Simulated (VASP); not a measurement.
Here is a VASP 6.6.1 calculation.

File INCAR:

```
SYSTEM = CdS
PREC = Accurate
ENCUT = 500
EDIFF = 1E-6
ISMEAR = 0
SIGMA = 0.01
LREAL = .FALSE.
LASPH = .TRUE.
NELM = 120
ALGO = Normal
ISIF = 2
LWAVE = .FALSE.
LCHARG = .FALSE.
GGA = PS
NBANDS = 26
GGA_COMPAT = .FALSE.
```

KPOINTS

```
Automatic mesh
0
G
  6 6 4
  0 0 0
```

Contents of POSCAR:

```
CdS
1.0
    4.1246903130      0.0000000000      0.0000000000
   -2.0623451565      3.5720865938      0.0000000000
    0.0000000000      0.0000000000      6.7075866286
Cd S
2 2
Direct
    0.3333333333      0.6666666667      0.0001629549
    0.6666666667      0.3333333333      0.5001629549
    0.3333333333      0.6666666667      0.3768370451
    0.6666666667      0.3333333333      0.8768370451
```

Potentials or basis: VASP PAW PBE potentials, release 64 (Cd, S).

Run with:

```console
$ cat potpaw_PBE.64/Cd/POTCAR potpaw_PBE.64/S/POTCAR > POTCAR
$ mpirun -np 1 vasp_std > vasp.out
```

Problem. Predict the band gap on the k mesh.

Solution. 1.10 eV, direct.

Problem. What does it give for the pressure?

Solution. 0.4 GPa.

Forces on the atoms (eV/Å):
```
Cd   0.000  0.000  0.002
Cd   0.000  0.000  0.002
S    0.000  0.000 -0.002
S    0.000  0.000 -0.002
```

Caveat: the PAW data sets were made with another functional, which shifts forces and pressure a little. PBEsol gaps usually lie below the measured ones, often by a third to a half.
